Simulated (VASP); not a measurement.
# WSe2 (P-6m2) in VASP: notebook

WSe2 is run at these levels: PBE+D3(BJ); tasks: single point.

Everything below comes from runs of VASP 6.6.1. Logs are shortened: lines on timing, memory, paths and dates and some standing lists are left out, and cuts for length are marked.

### 1 The cell of the first run

The structure is hexagonal, space group P-6m2 (No. 187). The conventional cell has a = 3.435 Å, b = 3.435 Å, c = 6.385 Å, α = 90.00°, β = 90.00°, γ = 120.00°. W (site symmetry -6m2) has 6 Se at 2.65 Å and 6 W at 3.43 Å within 3.5 Å. Se (site symmetry 3m) has 3 W at 2.65 Å and 8 Se at 2.86 to 3.53 Å within 3.6 Å.

### 2 Single point, PBE+D3(BJ)

Contents of INCAR:

```
PREC = Accurate ; ENCUT = 520
EDIFF = 1E-6 ; ISMEAR = 0
SIGMA = 0.05 ; LREAL = False
LASPH = True ; NELM = 100
ALGO = Normal ; ISIF = 2
LWAVE = False ; LCHARG = True
GGA = PE ; IVDW = 12
LELF = True ; LVHAR = True
NBANDS = 20
```

Contents of KPOINTS:

```
regular mesh
0
Gamma
  9 9 4
```

Contents of POSCAR:

```
WSe2
1.0
    3.4347696443      0.0000000000      0.0000000000
   -1.7173848222      2.9745977681      0.0000000000
    0.0000000000      0.0000000000      6.3845498149
W Se
1 2
Direct
    0.0000000000      0.0000000000      0.0000000000
    0.3333333333      0.6666666667      0.2762384783
    0.3333333333      0.6666666667      0.7237615217
```

Potentials or basis: VASP PAW PBE potentials, release 64 (W_sv, Se).

Launch:

```bash
cat potpaw_PBE.64/W_sv/POTCAR potpaw_PBE.64/Se/POTCAR > POTCAR
mpirun -np 1 vasp_std > vasp.out
```

OUTCAR:

```text
PREC = Accurate
   ENCUT = 520
   EDIFF = 1E-6
   ISMEAR = 0
   LREAL = False
   LASPH = True
   NELM = 100
   ISIF = 2
   GGA = PE
   IVDW = 12
 IVDW          = 12

 ion  position               nearest neighbor table
   1  0.000  0.000  0.000-   2 2.65   3 2.65   2 2.65   3 2.65   2 2.65   3 2.65
   2  0.333  0.667  0.276-   1 2.65   1 2.65   1 2.65
   3  0.333  0.667  0.724-   1 2.65   1 2.65   1 2.65

  LATTYP: Found a hexagonal cell.
 ALAT       =     3.4347696443
 C/A-ratio  =     1.8588000000

  Lattice vectors:

 A1 = (   3.4347696443,   0.0000000000,   0.0000000000)
 A2 = (  -1.7173848222,   2.9745977681,   0.0000000000)
 A3 = (   0.0000000000,   0.0000000000,   6.3845498149)

Analysis of symmetry for initial positions (statically):
=====================================================================
 Subroutine PRICEL returns:
 Original cell was already a primitive cell.

 Routine SETGRP: Setting up the symmetry group for a
 hexagonal supercell.

 Subroutine GETGRP returns: Found 12 space group operations
 (whereof 12 operations were pure point group operations)
 out of a pool of 24 trial point group operations.

The static configuration has the point symmetry D_3h.

Analysis of symmetry for dynamics (positions and initial velocities):
=====================================================================
 Subroutine PRICEL returns:
 Original cell was already a primitive cell.

 Routine SETGRP: Setting up the symmetry group for a
 hexagonal supercell.

 Subroutine GETGRP returns: Found 12 space group operations
 (whereof 12 operations were pure point group operations)
 out of a pool of 24 trial point group operations.

The dynamic configuration has the point symmetry D_3h.

 Subroutine INISYM returns: Found 12 space group operations
 (whereof 12 operations are pure point group operations),
 and found     1 'primitive' translations

----------------------------------------------------------------------------------------

                                     Primitive cell

  volume of cell :      65.2313

  direct lattice vectors                    reciprocal lattice vectors
     3.434769644  0.000000000  0.000000000     0.291140339  0.168089953  0.000000000
    -1.717384822  2.974597768  0.000000000     0.000000000  0.336179907  0.000000000
     0.000000000  0.000000000  6.384549815     0.000000000  0.000000000  0.156628115

  length of vectors
     3.434769644  3.434769644  6.384549815     0.336179907  0.336179907  0.156628115

  position of ions in fractional coordinates (direct lattice)
     0.000000000  0.000000000  0.000000000
     0.333333333  0.666666667  0.276238478
     0.333333333  0.666666667  0.723761522

  ion indices of the primitive-cell ions
   primitive index   ion index
                 1           1
                 2           2
                 3           3

----------------------------------------------------------------------------------------

 KPOINTS: regular mesh

Automatic generation of k-mesh.
 Grid dimensions read from file:
 generate k-points for:    9    9    4

 Generating k-lattice:

  Cartesian coordinates                     Fractional coordinates (reciprocal lattice)
     0.032348927  0.018676661  0.000000000     0.111111111  0.000000000  0.000000000
     0.000000000  0.037353323  0.000000000     0.000000000  0.111111111  0.000000000
     0.000000000  0.000000000  0.039157029     0.000000000  0.000000000  0.250000000

  Length of vectors
     0.037353323  0.037353323  0.039157029

  Shift w.r.t. Gamma in fractional coordinates (k-lattice)
     0.000000000  0.000000000  0.000000000

 Subroutine IBZKPT returns following result:
 ===========================================

 Found     36 irreducible k-points:

 Following reciprocal coordinates:
            Coordinates               Weight
  0.000000  0.000000  0.000000      1.000000
  0.111111 -0.000000  0.000000      6.000000
  0.222222  0.000000  0.000000      6.000000
  0.333333  0.000000  0.000000      6.000000
  0.444444  0.000000  0.000000      6.000000
  0.111111  0.111111  0.000000      6.000000
[... 16 lines left out ...]
  0.333333  0.222222  0.250000     24.000000
  0.333333  0.333333  0.250000      4.000000
 [... further k-points ...]
   k-points           NKPTS =     36   k-points in BZ     NKDIM =     36   number of bands    NBANDS=     20
   number of dos      NEDOS =    301   number of ions     NIONS =      3
   total plane-waves  NPLWV =  37632
   dimension x,y,z NGX =    28 NGY =   28 NGZ =   48
   dimension x,y,z NGXF=    56 NGYF=   56 NGZF=   96
   ions per type =               1   2
   NGX,Y,Z   is equivalent  to a cutoff of  13.55, 13.55, 12.50 a.u.
   NGXF,Y,Z  is equivalent  to a cutoff of  27.10, 27.10, 25.00 a.u.
 SYSTEM =  unknown system
   PREC   = accura    normal or accurate (medium, high low for compatibility)
   ISTART =      0    job   : 0-new  1-cont  2-samecut
   ICHARG =      2    charge: 1-file 2-atom 10-const
   ISPIN  =      1    spin polarized calculation?
   LNONCOLLINEAR =      F non collinear calculations
   LSORBIT =      F    spin-orbit coupling
   LASPH  =      T    aspherical Exc in radial PAW
   ENCUT  =  520.0 eV  38.22 Ry    6.18 a.u.   6.39  6.39 11.87*2*pi/ulx,y,z
   NELM   =    100;   NELMIN=  2; NELMDL= -5     # of ELM steps
   EDIFF  = 0.1E-05   stopping-criterion for ELM
   LREAL  =      F    real-space projection
   EDIFFG = 0.1E-04   stopping-criterion for IOM
   NSW    =      0    number of steps for IOM
   IBRION =     -1    ionic relax: 0-MD 1-quasi-New 2-CG
   NFREE  =      0    steps in history (QN), initial steepest desc. (CG)
   ISIF   =      2    stress and relaxation
   ISYM   =      2    0-nonsym 1-usesym 2-fastsym
   POTIM  = 0.5000    time-step for ionic-motion
   TEBEG  =    0.0;   TEEND  =   0.0 temperature during run
   PSTRESS=    0.0 pullay stress
   NELECT =      26.0000    total number of electrons
   NUPDOWN=      -1.0000    fix difference up-down
   EMIN   =  10.00;   EMAX   =-10.00  energy-range for DOS
   EFERMI =   0.00;   METHOD = LEGACY
   ISMEAR =     0;   SIGMA  =   0.05  broadening in eV -4-tet -1-fermi 0-gaus
   EFERMI_NEDOS =   21; number of points for ismear=-14 and -15
   IALGO  =     38    algorithm
   IMIX   =      4    mixing-type and parameters
     AMIX     =   0.40;   BMIX     =  1.00
     AMIX_MAG =   1.60;   BMIX_MAG =  1.00
  volume/ion in A,a.u.               =      21.74       146.73
  Fermi-wavevector in a.u.,A,eV,Ry     =   1.204797  2.276736 19.749346  1.451536
  Thomas-Fermi vector in A             =   2.340512
   LORBIT       =      0    0 simple, 1 ext, 2 COOP (PROOUT), +10 PAW based schemes
   GGA     = PE    functional components
   LHFCALC =     F    Hartree Fock is set to
   AEXX    =    0.0000 exact exchange contribution
   IVDW    =    12    specifies the selected vdW correction
   LEPSILON=     F    determine dielectric tensor
   LRPA    =     F    only Hartree local field effects (RPA)
 non-spin polarized calculation
 Gauss-broadening in eV      SIGMA  =   0.05
  energy-cutoff  :      520.00
  volume of cell :       65.23
 maximum number of plane-waves:      1787
 NGX is ok and might be reduce to    28

 number of electron      26.0000002 magnetization

 Free energy of the ion-electron system (eV)
  ---------------------------------------------------
  ext. energy  EPLUGINS =         0.00000000
  ---------------------------------------------------
  free energy    TOTEN  =       -20.80006980 eV

  energy without entropy =      -20.80006980  energy(sigma->0) =      -20.80006980

 E-fermi :   6.1321     XC(G=0): -10.4785

 val. band max:        5.9031093405   @ k =   0.0000   0.0000   0.5000
 cond. band min:       6.3511048800   @ k =   0.2222   0.1111   0.0000
 fundamental gap:      0.4479955395
 Fermi energy:         6.1321116829

 k-point     1 :       0.0000    0.0000    0.0000
  band No.  band energies     occupation
      1     -68.9698      2.00000
      2     -33.1190      2.00000
      3     -33.0377      2.00000
      4     -33.0377      2.00000
      5      -9.1452      2.00000
      6      -7.4905      2.00000
[... 12 lines left out ...]
     19      13.2985      0.00000
     20      14.1209      0.00000

 k-point     2 :       0.1111   -0.0000    0.0000
  band No.  band energies     occupation
      1     -68.9692      2.00000
      2     -33.1162      2.00000
      3     -33.0533      2.00000
      4     -33.0414      2.00000
      5      -9.0031      2.00000
      6      -7.4136      2.00000
[... 12 lines left out ...]
     19      13.3954      0.00000
     20      14.1606      0.00000

 k-point     3 :       0.2222    0.0000    0.0000
  band No.  band energies     occupation
      1     -68.9677      2.00000
      2     -33.1094      2.00000
      3     -33.0927      2.00000
      4     -33.0510      2.00000
      5      -8.6136      2.00000
      6      -7.2049      2.00000
[... 12 lines left out ...]
     19      12.7065      0.00000
     20      14.5503      0.00000

 k-point     4 :       0.3333    0.0000    0.0000
  band No.  band energies     occupation
      1     -68.9660      2.00000
      2     -33.1371      2.00000
      3     -33.1015      2.00000
      4     -33.0619      2.00000
      5      -8.1003      2.00000
      6      -6.9378      2.00000
[... 12 lines left out ...]
     19      11.9252      0.00000
     20      13.6504      0.00000

 k-point     5 :       0.4444    0.0000    0.0000
  band No.  band energies     occupation
      1     -68.9649      2.00000
      2     -33.1659      2.00000
      3     -33.0964      2.00000
      4     -33.0689      2.00000
      5      -7.7043      2.00000
      6      -6.7410      2.00000
[... 12 lines left out ...]
     19      11.3965      0.00000
     20      13.1759      0.00000
[... 353 lines left out ...]
      6      -6.7812      2.00000
[... 12 lines left out ...]
     19      12.8586      0.00000
     20      13.0067      0.00000

 k-point    22 :       0.2222    0.2222    0.2500
  band No.  band energies     occupation
      1     -68.9653      2.00000
      2     -33.1397      2.00000
      3     -33.0981      2.00000
      4     -33.0836      2.00000
      5      -7.7575      2.00000
      6      -6.9580      2.00000
[... 12 lines left out ...]
     19      13.0428      0.00000
     20      13.8894      0.00000

 k-point    23 :       0.3333    0.2222    0.2500
  band No.  band energies     occupation
      1     -68.9645      2.00000
      2     -33.1501      2.00000
      3     -33.1008      2.00000
      4     -33.0942      2.00000
      5      -7.4858      2.00000
      6      -6.7329      2.00000
[... 12 lines left out ...]
     19      12.2370      0.00000
     20      14.1871      0.00000

 k-point    24 :       0.3333    0.3333    0.2500
  band No.  band energies     occupation
      1     -68.9642      2.00000
      2     -33.1358      2.00000
      3     -33.1247      2.00000
      4     -33.0928      2.00000
      5      -7.3922      2.00000
      6      -6.6492      2.00000
[... 12 lines left out ...]
     19      11.4885      0.00000
     20      14.7776      0.00000

 [... further k-points ...]

------------------------ aborting loop because EDIFF is reached ----------------------------------------

 Edisp (eV)   -1.29983

 E8    (eV) :    -0.5800

  FORCE on cell =-STRESS in cart. coord.  units (eV):
  Direction    XX          YY          ZZ          XY          YZ          ZX
  --------------------------------------------------------------------------------------
  -------------------------------------------------------------------------------------
  Total      -5.47842    -5.47842    -2.06732     0.00000    -0.00000     0.00000
  in kB    -134.55809  -134.55809   -50.77644     0.00000    -0.00000     0.00000
  external pressure =     -106.63 kB  Pullay stress =        0.00 kB

 VOLUME and BASIS-vectors are now :
 -----------------------------------------------------------------------------
  energy-cutoff  :      520.00
  volume of cell :       65.23
      direct lattice vectors                 reciprocal lattice vectors
     3.434769644  0.000000000  0.000000000     0.291140339  0.168089953  0.000000000
    -1.717384822  2.974597768  0.000000000     0.000000000  0.336179907  0.000000000
     0.000000000  0.000000000  6.384549815     0.000000000  0.000000000  0.156628115

 POSITION                                       TOTAL-FORCE (eV/Angst)
 -----------------------------------------------------------------------------------
      0.00000      0.00000      0.00000         0.000000     -0.000000      0.000000
     -0.00000      1.98307      1.76366        -0.000000      0.000000     -2.886389
     -0.00000      1.98307      4.62089        -0.000000      0.000000      2.886389
 -----------------------------------------------------------------------------------
    total drift:                                0.000000     -0.000000     -0.000000

  FREE ENERGIE OF THE ION-ELECTRON SYSTEM (eV)
  ---------------------------------------------------
  free  energy   TOTEN  =       -22.0999019054 eV

  energy  without entropy=      -22.0999019054  energy(sigma->0) =      -22.09990191
```

It took 62 s on 1 thread of Intel Xeon 8259CL, shared host; peak memory 0.22 GiB.

Results:

| Quantity | Value |
| --- | --- |
| Free energy | -22.0999 eV |
| Pressure | -10.7 GPa |
| Largest force | 2.886 eV/Å |
| Band gap on the k mesh | 0.45 eV (least direct gap 1.03 eV) |
| Dispersion energy per atom | -0.433 eV |

Forces in eV/Å, atoms in the order of the input:
```
W    0.000  0.000  0.000
Se   0.000  0.000 -2.886
Se   0.000  0.000  2.886
```

Stress tensor (GPa, compression positive):
```
-13.46   0.00   0.00
  0.00 -13.46   0.00
  0.00   0.00  -5.08
```

Caveat: the cell stands under tension; spin-orbit coupling is left out, which moves the levels of the heavy elements; an odd mesh through Γ misses points on the zone boundary, where band edges can lie; forces of over 1 eV/Å act on the atoms, so gaps and moduli don't describe the material at rest.

### 3 Single point, PBE+D3(BJ)

This run uses another cell than the first one, of the same volume but with other edges.

Contents of INCAR:

```
PREC = Accurate
ENCUT = 520
EDIFF = 1E-6
ISMEAR = 0
SIGMA = 0.05
LREAL = False
LASPH = True
NELM = 100
ALGO = Normal
ISIF = 2
LWAVE = False
LCHARG = False
GGA = PE
IVDW = 12
NBANDS = 20
```

KPOINTS is that of step 2.

Contents of POSCAR:

```
WSe2
1.0
    3.3277852269      0.0000000000      0.0000000000
   -1.6638926134      2.8819465448      0.0000000000
    0.0000000000      0.0000000000      6.8016602252
W Se
1 2
Direct
    0.0000000000      0.0000000000      0.0000000000
    0.3333333333      0.6666666667      0.2524432937
    0.3333333333      0.6666666667      0.7475567063
```

Potentials or basis: VASP PAW PBE potentials, release 64 (W_sv, Se).

Launch:

```bash
cat potpaw_PBE.64/W_sv/POTCAR potpaw_PBE.64/Se/POTCAR > POTCAR
mpirun -np 1 vasp_std > vasp.out
```

Wall time 66 s (1 thread of Intel Xeon 8259CL, shared host); peak memory 0.23 GiB.

The run converged. Its results:

```
Free energy                : -22.7767 eV
Pressure                   : -5.0 GPa
Largest force              : 0.922 eV/Å
Band gap on the k mesh     : 1.07 eV (least direct gap 1.52 eV)
Dispersion energy per atom : -0.432 eV
```

Forces in eV/Å, atoms in the order of the input:
```
W    0.000  0.000  0.000
Se   0.000  0.000 -0.922
Se   0.000  0.000  0.922
```

Stress tensor (GPa, compression positive):
```
-5.18  0.00  0.00
 0.00 -5.18  0.00
 0.00  0.00 -4.65
```

Levels at points of the mesh, in eV from the valence-band top:
```csv
k point,band 10,band 11,band 12,band 13,band 14,band 15,band 16,band 17
"(0.00, 0.00, 0.00)",-1.28,-1.28,-1.19,-1.06,2.61,2.61,2.71,2.71
"(0.00, 0.00, 0.50)",-2.34,-1.33,-1.33,0.00,2.54,2.54,2.83,2.83
```

Caveat: the cell stands under tension; spin-orbit coupling is left out, which moves the levels of the heavy elements; an odd mesh through Γ misses points on the zone boundary, where band edges can lie.
